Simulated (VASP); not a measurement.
# Ta2H (P-4m2) in VASP: notebook

Runs on Ta2H. Level: PBEsol. Tasks: single point.

All numbers are computed with VASP 6.6.1; they aren't measurements. Logs are shortened: lines on timing, memory, paths and dates and some standing lists are left out, and cuts for length are marked.

## Step 1: The cell of the first run

It takes space group P-4m2 (No. 115, tetragonal). Conventional cell: a = 3.372 Å, b = 3.372 Å, c = 3.410 Å, α = 90.00°, β = 90.00°, γ = 90.00°. Within 2.5 Å of Ta (site symmetry 2mm) lie 2 H at 1.90 Å. Within 2.5 Å of H (site symmetry -4m2) lie 4 Ta at 1.90 Å.

## Step 2: Single point, PBEsol

Contents of INCAR:

```
SYSTEM = Ta2H
PREC = Accurate
ENCUT = 520
EDIFF = 1E-6
ISMEAR = 0
SIGMA = 0.2
LREAL = .FALSE.
LASPH = .TRUE.
NELM = 100
ALGO = Normal
ISIF = 2
LWAVE = .FALSE.
LCHARG = .FALSE.
GGA = PS
NBANDS = 18
```

Contents of KPOINTS:

```
regular mesh
0
G
  8 8 8
  0 0 0
```

Contents of POSCAR:

```
Ta2H
1.0
    3.3724360000      0.0000000000      0.0000000000
    0.0000000000      3.3724360000      0.0000000000
    0.0000000000      0.0000000000      3.4101120000
Ta H
2 1
Direct
    0.5000000000      0.0000000000      0.7413230000
    0.0000000000      0.5000000000      0.2586770000
    0.0000000000      0.0000000000      0.0000000000
```

Potentials or basis: VASP PAW PBE potentials, release 64 (Ta_pv, H).

Run with:

```
> cat potpaw_PBE.64/Ta_pv/POTCAR potpaw_PBE.64/H/POTCAR > POTCAR
> mpirun -np 1 vasp_std > vasp.out
```

OUTCAR:

```text
SYSTEM = Ta2H
   PREC = Accurate
   ENCUT = 520
   EDIFF = 1E-6
   ISMEAR = 0
   LREAL = .FALSE.
   LASPH = .TRUE.
   NELM = 100
   ISIF = 2
   GGA = PS

 ion  position               nearest neighbor table
   1  0.500  0.000  0.741-   3 1.90   3 1.90   2 2.90   2 2.90   2 2.90   2 2.90   2 2.97   2 2.97
                             2 2.97   2 2.97
   2  0.000  0.500  0.259-   3 1.90   3 1.90   1 2.90   1 2.90   1 2.90   1 2.90   1 2.97   1 2.97
                             1 2.97   1 2.97
   3  0.000  0.000  0.000-   1 1.90   2 1.90   2 1.90   1 1.90

  LATTYP: Found a simple tetragonal cell.
 ALAT       =     3.3724360000
 C/A-ratio  =     1.0111717465

  Lattice vectors:

 A1 = (   3.3724360000,   0.0000000000,   0.0000000000)
 A2 = (   0.0000000000,   3.3724360000,   0.0000000000)
 A3 = (   0.0000000000,   0.0000000000,   3.4101120000)

Analysis of symmetry for initial positions (statically):
=====================================================================
 Subroutine PRICEL returns:
 Original cell was already a primitive cell.

 Routine SETGRP: Setting up the symmetry group for a
 simple tetragonal supercell.

 Subroutine GETGRP returns: Found  8 space group operations
 (whereof  8 operations were pure point group operations)
 out of a pool of 16 trial point group operations.

The static configuration has the point symmetry D_2d.

Analysis of symmetry for dynamics (positions and initial velocities):
=====================================================================
 Subroutine PRICEL returns:
 Original cell was already a primitive cell.

 Routine SETGRP: Setting up the symmetry group for a
 simple tetragonal supercell.

 Subroutine GETGRP returns: Found  8 space group operations
 (whereof  8 operations were pure point group operations)
 out of a pool of 16 trial point group operations.

The dynamic configuration has the point symmetry D_2d.

 Subroutine INISYM returns: Found  8 space group operations
 (whereof  8 operations are pure point group operations),
 and found     1 'primitive' translations

----------------------------------------------------------------------------------------
[... 78 lines left out ...]
   number of dos      NEDOS =    301   number of ions     NIONS =      3
   total plane-waves  NPLWV =  21952
   dimension x,y,z NGX =    28 NGY =   28 NGZ =   28
   dimension x,y,z NGXF=    56 NGYF=   56 NGZF=   56
   ions per type =               2   1
   NGX,Y,Z   is equivalent  to a cutoff of  13.80, 13.80, 13.65 a.u.
   NGXF,Y,Z  is equivalent  to a cutoff of  27.61, 27.61, 27.30 a.u.
 SYSTEM =  Ta2H
   PREC   = accura    normal or accurate (medium, high low for compatibility)
   ISTART =      0    job   : 0-new  1-cont  2-samecut
   ICHARG =      2    charge: 1-file 2-atom 10-const
   ISPIN  =      1    spin polarized calculation?
   LNONCOLLINEAR =      F non collinear calculations
   LSORBIT =      F    spin-orbit coupling
   LASPH  =      T    aspherical Exc in radial PAW
   ENCUT  =  520.0 eV  38.22 Ry    6.18 a.u.   6.27  6.27  6.34*2*pi/ulx,y,z
   NELM   =    100;   NELMIN=  2; NELMDL= -5     # of ELM steps
   EDIFF  = 0.1E-05   stopping-criterion for ELM
   LREAL  =      F    real-space projection
[... 7 lines left out ...]
   TEBEG  =    0.0;   TEEND  =   0.0 temperature during run
   PSTRESS=    0.0 pullay stress
   NELECT =      23.0000    total number of electrons
   NUPDOWN=      -1.0000    fix difference up-down
   EMIN   =  10.00;   EMAX   =-10.00  energy-range for DOS
   EFERMI =   0.00;   METHOD = LEGACY
   ISMEAR =     0;   SIGMA  =   0.20  broadening in eV -4-tet -1-fermi 0-gaus
   EFERMI_NEDOS =   21; number of points for ismear=-14 and -15
   IALGO  =     38    algorithm
   IMIX   =      4    mixing-type and parameters
     AMIX     =   0.40;   BMIX     =  1.00
     AMIX_MAG =   1.60;   BMIX_MAG =  1.00
  volume/ion in A,a.u.               =      12.93        87.24
  Fermi-wavevector in a.u.,A,eV,Ry     =   1.375410  2.599147 25.738847  1.891752
  Thomas-Fermi vector in A             =   2.500748
   LORBIT       =      0    0 simple, 1 ext, 2 COOP (PROOUT), +10 PAW based schemes
   GGA     = PS    functional components
   LHFCALC =     F    Hartree Fock is set to
   AEXX    =    0.0000 exact exchange contribution
   IVDW    =     0    specifies the selected vdW correction
   LEPSILON=     F    determine dielectric tensor
   LRPA    =     F    only Hartree local field effects (RPA)
 non-spin polarized calculation
 Gauss-broadening in eV      SIGMA  =   0.20
  energy-cutoff  :      520.00
  volume of cell :       38.78
 maximum number of plane-waves:      1064
 NGX is ok and might be reduce to    28
   NGX = 13   NGY = 13   NGZ = 13

 number of electron      22.9999998 magnetization

 Free energy of the ion-electron system (eV)
  ---------------------------------------------------
  ext. energy  EPLUGINS =         0.00000000
  ---------------------------------------------------
  free energy    TOTEN  =       -28.85715633 eV

  energy without entropy =      -28.82795004  energy(sigma->0) =      -28.84255319

 E-fermi :   5.2721     XC(G=0): -12.6015

 val. band max:        5.2674342706   @ k =   0.1250   0.0000   0.1250
 cond. band min:       5.2941892974   @ k =   0.3750   0.1250   0.1250
 fundamental gap:      0.0267550268
 Fermi energy:         5.2720572996

 k-point     1 :       0.0000    0.0000    0.0000
  band No.  band energies     occupation
      1     -28.8273      2.00000
      2     -28.8218      2.00000
      3     -28.8218      2.00000
      4     -28.1393      2.00000
      5     -28.1393      2.00000
      6     -28.1337      2.00000
[... 481 lines left out ...]
      5     -28.3658      2.00000
      6     -28.2584      2.00000
[... 10 lines left out ...]
     17      10.0363      0.00000
     18      10.0550      0.00000

 [... further k-points ...]
[... 5 lines left out ...]
  --------------------------------------------------------------------------------------
  -------------------------------------------------------------------------------------
  Total       -0.9779579     -0.9779579     -1.1300499      0.0000000      0.0000000     -0.0000000
  in kB      -40.3993749    -40.3993749    -46.6822857      0.0000000      0.0000000     -0.0000000
  external PRESSURE =     -42.4936785 kB  Pullay stress =       0.0000000 kB

 VOLUME and BASIS-vectors are now :
 -----------------------------------------------------------------------------
  energy-cutoff  :      520.00
  volume of cell :       38.78
      direct lattice vectors                 reciprocal lattice vectors
     3.372436000  0.000000000  0.000000000     0.296521565  0.000000000  0.000000000
     0.000000000  3.372436000  0.000000000     0.000000000  0.296521565  0.000000000
     0.000000000  0.000000000  3.410112000     0.000000000  0.000000000  0.293245500

 POSITION                                       TOTAL-FORCE (eV/Angst)
 -----------------------------------------------------------------------------------
      1.68622      0.00000      2.52799         0.000000      0.000000     -0.079779
      0.00000      1.68622      0.88212         0.000000      0.000000      0.079779
      0.00000      0.00000      0.00000         0.000000     -0.000000      0.000000
 -----------------------------------------------------------------------------------
    total drift:                                0.000000      0.000000     -0.000000

  FREE ENERGIE OF THE ION-ELECTRON SYSTEM (eV)
  ---------------------------------------------------
  free  energy   TOTEN  =       -28.8571563344 eV

  energy  without entropy=      -28.8279500393  energy(sigma->0) =      -28.84255319
```

Run time: 38 s. Hardware: 1 thread of Intel Xeon Platinum 8259CL at 2.50GHz (Skylake/Cascade Lake), shared host; peak memory 0.19 GiB.

What came out:

```yaml
Free_energy: -28.8572 eV
Pressure: -4.2 GPa
Largest_force: 0.080 eV/Å
```

Forces on the atoms (eV/Å):
```
Ta   0.000  0.000 -0.080
Ta   0.000  0.000  0.080
H    0.000  0.000  0.000
```

Stress tensor (GPa, compression positive):
```
-4.04  0.00  0.00
 0.00 -4.04  0.00
 0.00  0.00 -4.67
```

Caveat: the PAW data sets were made with another functional, which shifts forces and pressure a little; spin-orbit coupling is left out, which moves the levels of the heavy elements.

## Step 3: Single point, PBEsol

Contents of INCAR:

```
SYSTEM = Ta2H
PREC     = Accurate       ! precision mode
ENCUT    = 520            ! plane-wave cutoff, eV
EDIFF    = 1E-6           ! SCF threshold, eV
ISMEAR   = 0              ! smearing method
SIGMA    = 0.1            ! smearing width, eV
LREAL    = .False.        ! projectors in reciprocal space
LASPH    = .True.         ! aspherical terms in the spheres
NELM     = 60             ! most SCF steps
ALGO     = Normal         ! electronic algorithm
ISIF     = 2              ! what is computed and relaxed
LWAVE    = .False.        ! write WAVECAR
LCHARG   = .False.        ! write CHGCAR
GGA      = PS             ! functional
NBANDS   = 18             ! bands
```

Contents of KPOINTS:

```
regular mesh
0
Gamma
  8 8 8
  0 0 0
```

POSCAR is that of step 2.

Potentials or basis: VASP PAW PBE potentials, release 64 (Ta_pv, H).

Run with:

```
> cat potpaw_PBE.64/Ta_pv/POTCAR potpaw_PBE.64/H/POTCAR > POTCAR
> mpirun -np 1 vasp_std > vasp.out
```

OUTCAR:

```text
SYSTEM = Ta2H
   PREC = Accurate
   ENCUT = 520
   EDIFF = 1E-6
   ISMEAR = 0
   LREAL = .False.
   LASPH = .True.
   NELM = 60
   ISIF = 2
   GGA = PS

 ion  position               nearest neighbor table
   1  0.500  0.000  0.741-   3 1.90   3 1.90   2 2.90   2 2.90   2 2.90   2 2.90   2 2.97   2 2.97
                             2 2.97   2 2.97
   2  0.000  0.500  0.259-   3 1.90   3 1.90   1 2.90   1 2.90   1 2.90   1 2.90   1 2.97   1 2.97
                             1 2.97   1 2.97
   3  0.000  0.000  0.000-   1 1.90   2 1.90   2 1.90   1 1.90

  LATTYP: Found a simple tetragonal cell.
 ALAT       =     3.3724360000
 C/A-ratio  =     1.0111717465

  Lattice vectors:

 A1 = (   3.3724360000,   0.0000000000,   0.0000000000)
 A2 = (   0.0000000000,   3.3724360000,   0.0000000000)
 A3 = (   0.0000000000,   0.0000000000,   3.4101120000)

Analysis of symmetry for initial positions (statically):
=====================================================================
 Subroutine PRICEL returns:
 Original cell was already a primitive cell.

 Routine SETGRP: Setting up the symmetry group for a
 simple tetragonal supercell.

 Subroutine GETGRP returns: Found  8 space group operations
 (whereof  8 operations were pure point group operations)
 out of a pool of 16 trial point group operations.

The static configuration has the point symmetry D_2d.

Analysis of symmetry for dynamics (positions and initial velocities):
=====================================================================
 Subroutine PRICEL returns:
 Original cell was already a primitive cell.

 Routine SETGRP: Setting up the symmetry group for a
 simple tetragonal supercell.

 Subroutine GETGRP returns: Found  8 space group operations
 (whereof  8 operations were pure point group operations)
 out of a pool of 16 trial point group operations.

The dynamic configuration has the point symmetry D_2d.

 Subroutine INISYM returns: Found  8 space group operations
 (whereof  8 operations are pure point group operations),
 and found     1 'primitive' translations

----------------------------------------------------------------------------------------

                                     Primitive cell

  volume of cell :      38.7843

  direct lattice vectors                    reciprocal lattice vectors
     3.372436000  0.000000000  0.000000000     0.296521565  0.000000000  0.000000000
     0.000000000  3.372436000  0.000000000     0.000000000  0.296521565  0.000000000
     0.000000000  0.000000000  3.410112000     0.000000000  0.000000000  0.293245500

  length of vectors
     3.372436000  3.372436000  3.410112000     0.296521565  0.296521565  0.293245500

  position of ions in fractional coordinates (direct lattice)
     0.500000000  0.000000000  0.741323000
     0.000000000  0.500000000  0.258677000
     0.000000000  0.000000000  0.000000000

  ion indices of the primitive-cell ions
   primitive index   ion index
                 1           1
                 2           2
                 3           3

----------------------------------------------------------------------------------------

 KPOINTS: regular mesh

Automatic generation of k-mesh.
 Grid dimensions read from file:
 generate k-points for:    8    8    8

 Generating k-lattice:

  Cartesian coordinates                     Fractional coordinates (reciprocal lattice)
     0.037065196  0.000000000  0.000000000     0.125000000  0.000000000  0.000000000
     0.000000000  0.037065196  0.000000000     0.000000000  0.125000000  0.000000000
     0.000000000  0.000000000  0.036655688     0.000000000  0.000000000  0.125000000

  Length of vectors
     0.037065196  0.037065196  0.036655688

  Shift w.r.t. Gamma in fractional coordinates (k-lattice)
     0.000000000  0.000000000  0.000000000

 Subroutine IBZKPT returns following result:
 ===========================================

 Found     75 irreducible k-points:

 Following reciprocal coordinates:
            Coordinates               Weight
  0.000000  0.000000  0.000000      1.000000
  0.125000  0.000000  0.000000      4.000000
  0.250000  0.000000  0.000000      4.000000
  0.375000  0.000000  0.000000      4.000000
  0.500000  0.000000  0.000000      2.000000
  0.125000  0.125000  0.000000      4.000000
[... 16 lines left out ...]
  0.375000  0.125000  0.125000     16.000000
  0.500000  0.125000  0.125000      8.000000
 [... further k-points ...]
   k-points           NKPTS =     75   k-points in BZ     NKDIM =     75   number of bands    NBANDS=     18
   number of dos      NEDOS =    301   number of ions     NIONS =      3
   total plane-waves  NPLWV =  21952
   dimension x,y,z NGX =    28 NGY =   28 NGZ =   28
   dimension x,y,z NGXF=    56 NGYF=   56 NGZF=   56
   ions per type =               2   1
   NGX,Y,Z   is equivalent  to a cutoff of  13.80, 13.80, 13.65 a.u.
   NGXF,Y,Z  is equivalent  to a cutoff of  27.61, 27.61, 27.30 a.u.
 SYSTEM =  Ta2H
   PREC   = accura    normal or accurate (medium, high low for compatibility)
   ISTART =      0    job   : 0-new  1-cont  2-samecut
   ICHARG =      2    charge: 1-file 2-atom 10-const
   ISPIN  =      1    spin polarized calculation?
   LNONCOLLINEAR =      F non collinear calculations
   LSORBIT =      F    spin-orbit coupling
   LASPH  =      T    aspherical Exc in radial PAW
   ENCUT  =  520.0 eV  38.22 Ry    6.18 a.u.   6.27  6.27  6.34*2*pi/ulx,y,z
   NELM   =     60;   NELMIN=  2; NELMDL= -5     # of ELM steps
   EDIFF  = 0.1E-05   stopping-criterion for ELM
   LREAL  =      F    real-space projection
[... 7 lines left out ...]
   TEBEG  =    0.0;   TEEND  =   0.0 temperature during run
   PSTRESS=    0.0 pullay stress
   NELECT =      23.0000    total number of electrons
   NUPDOWN=      -1.0000    fix difference up-down
   EMIN   =  10.00;   EMAX   =-10.00  energy-range for DOS
   EFERMI =   0.00;   METHOD = LEGACY
   ISMEAR =     0;   SIGMA  =   0.10  broadening in eV -4-tet -1-fermi 0-gaus
   EFERMI_NEDOS =   21; number of points for ismear=-14 and -15
   IALGO  =     38    algorithm
   IMIX   =      4    mixing-type and parameters
     AMIX     =   0.40;   BMIX     =  1.00
     AMIX_MAG =   1.60;   BMIX_MAG =  1.00
  volume/ion in A,a.u.               =      12.93        87.24
  Fermi-wavevector in a.u.,A,eV,Ry     =   1.375410  2.599147 25.738847  1.891752
  Thomas-Fermi vector in A             =   2.500748
   LORBIT       =      0    0 simple, 1 ext, 2 COOP (PROOUT), +10 PAW based schemes
   GGA     = PS    functional components
   LHFCALC =     F    Hartree Fock is set to
   AEXX    =    0.0000 exact exchange contribution
   IVDW    =     0    specifies the selected vdW correction
   LEPSILON=     F    determine dielectric tensor
   LRPA    =     F    only Hartree local field effects (RPA)
 non-spin polarized calculation
 Gauss-broadening in eV      SIGMA  =   0.10
  energy-cutoff  :      520.00
  volume of cell :       38.78
 maximum number of plane-waves:      1064
 NGX is ok and might be reduce to    28
   NGX = 13   NGY = 13   NGZ = 13

 number of electron      22.9999998 magnetization

 Free energy of the ion-electron system (eV)
  ---------------------------------------------------
  ext. energy  EPLUGINS =         0.00000000
  ---------------------------------------------------
  free energy    TOTEN  =       -28.84565738 eV

  energy without entropy =      -28.83716632  energy(sigma->0) =      -28.84141185

 E-fermi :   5.2729     XC(G=0): -12.6013

 val. band max:        5.2684344626   @ k =   0.1250   0.0000   0.1250
 cond. band min:       5.2937394325   @ k =   0.3750   0.1250   0.1250
 fundamental gap:      0.0253049698
 Fermi energy:         5.2729330926

 k-point     1 :       0.0000    0.0000    0.0000
  band No.  band energies     occupation
      1     -28.8265      2.00000
      2     -28.8196      2.00000
      3     -28.8196      2.00000
      4     -28.1376      2.00000
      5     -28.1376      2.00000
      6     -28.1329      2.00000
[... 10 lines left out ...]
     17      11.2331      0.00000
     18      11.3364      0.00000

 k-point     2 :       0.1250    0.0000    0.0000
  band No.  band energies     occupation
      1     -28.8262      2.00000
      2     -28.7974      2.00000
      3     -28.7942      2.00000
      4     -28.1925      2.00000
      5     -28.1610      2.00000
      6     -28.1571      2.00000
[... 10 lines left out ...]
     17      10.9334      0.00000
     18      11.7352      0.00000
[... 442 lines left out ...]
 k-point    24 :       0.5000    0.1250    0.1250
  band No.  band energies     occupation
      1     -28.9326      2.00000
      2     -28.7536      2.00000
      3     -28.5422      2.00000
      4     -28.4513      2.00000
      5     -28.3640      2.00000
      6     -28.2577      2.00000
[... 10 lines left out ...]
     17      10.0364      0.00000
     18      10.0554      0.00000

 [... further k-points ...]
[... 5 lines left out ...]
  --------------------------------------------------------------------------------------
  -------------------------------------------------------------------------------------
  Total       -0.9712979     -0.9712979     -1.2032546      0.0000000      0.0000000     -0.0000000
  in kB      -40.1242509    -40.1242509    -49.7063682      0.0000000      0.0000000     -0.0000000
  external PRESSURE =     -43.3182900 kB  Pullay stress =       0.0000000 kB

 VOLUME and BASIS-vectors are now :
 -----------------------------------------------------------------------------
  energy-cutoff  :      520.00
  volume of cell :       38.78
      direct lattice vectors                 reciprocal lattice vectors
     3.372436000  0.000000000  0.000000000     0.296521565  0.000000000  0.000000000
     0.000000000  3.372436000  0.000000000     0.000000000  0.296521565  0.000000000
     0.000000000  0.000000000  3.410112000     0.000000000  0.000000000  0.293245500

 POSITION                                       TOTAL-FORCE (eV/Angst)
 -----------------------------------------------------------------------------------
      1.68622      0.00000      2.52799         0.000000     -0.000000     -0.079726
      0.00000      1.68622      0.88212        -0.000000      0.000000      0.079726
      0.00000      0.00000      0.00000        -0.000000      0.000000      0.000000
 -----------------------------------------------------------------------------------
    total drift:                                0.000000      0.000000     -0.000000

  FREE ENERGIE OF THE ION-ELECTRON SYSTEM (eV)
  ---------------------------------------------------
  free  energy   TOTEN  =       -28.8456573825 eV

  energy  without entropy=      -28.8371663151  energy(sigma->0) =      -28.84141185
```

Run time: 36 s. Hardware: 1 thread of Intel Xeon Platinum 8259CL at 2.50GHz (Skylake/Cascade Lake), shared host; peak memory 0.18 GiB.

Results:

```
Free energy   : -28.8457 eV
Pressure      : -4.3 GPa
Largest force : 0.080 eV/Å
```

Forces in eV/Å, atoms in the order of the input:
```
Ta   0.000  0.000 -0.080
Ta   0.000  0.000  0.080
H    0.000  0.000  0.000
```

Stress tensor (GPa, compression positive):
```
-4.01  0.00  0.00
 0.00 -4.01  0.00
 0.00  0.00 -4.97
```

Caveat: the PAW data sets were made with another functional, which shifts forces and pressure a little; spin-orbit coupling is left out, which moves the levels of the heavy elements.
